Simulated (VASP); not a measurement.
A run of VASP 6.6.1 is set up as follows.

Contents of INCAR:

```
PREC     = Accurate       # precision mode
ENCUT    = 520            # plane-wave cutoff, eV
EDIFF    = 1E-7           # SCF threshold, eV
ISMEAR   = 0              # smearing method
SIGMA    = 0.1            # smearing width, eV
LREAL    = F              # projectors in reciprocal space
LASPH    = T              # aspherical terms in the spheres
NELM     = 80             # most SCF steps
ALGO     = Normal         # electronic algorithm
ISIF     = 2              # what is computed and relaxed
LWAVE    = F              # write WAVECAR
LCHARG   = F              # write CHGCAR
GGA      = PS             # functional
NBANDS   = 38             # bands
```

KPOINTS

```
regular mesh
0
Gamma
  6 6 6
```

The input POSCAR:

```
InP3
1.0
    3.6618300585      2.1141585700      3.1371333491
   -3.6618300585      2.1141585700      3.1371333491
    0.0000000000     -4.2283171401      3.1371333491
In P
2 6
Direct
    0.2773572415      0.2773572415      0.2773572415
    0.7226427585      0.7226427585      0.7226427585
    0.7906128598      0.2379084436      0.7906128598
    0.7906128598      0.7906128598      0.2379084436
    0.2379084436      0.7906128598      0.7906128598
    0.2093871402      0.7620915564      0.2093871402
    0.7620915564      0.2093871402      0.2093871402
    0.2093871402      0.2093871402      0.7620915564
```

Potentials or basis: VASP PAW PBE potentials, release 64 (In_d, P).

Command:

```sh
$ cat potpaw_PBE.64/In_d/POTCAR potpaw_PBE.64/P/POTCAR > POTCAR
$ mpirun -np 1 vasp_std > vasp.out
```

What does it give for the band gap on the k mesh?

Zero (band 28 reaches 7.94 eV, above the bottom of band 29 at 7.57 eV).

Predict the largest force.

0.026 eV/Å.

Forces on the atoms (eV/Å):
```
In   0.000  0.000  0.006
In   0.000  0.000 -0.006
P    0.012 -0.007  0.022
P    0.000  0.014  0.022
P   -0.012 -0.007  0.022
P   -0.012  0.007 -0.022
P    0.012  0.007 -0.022
P    0.000 -0.014 -0.022
```

Caveat: the PAW data sets were made with another functional, which shifts forces and pressure a little; spin-orbit coupling is left out, which moves the levels of the heavy elements.
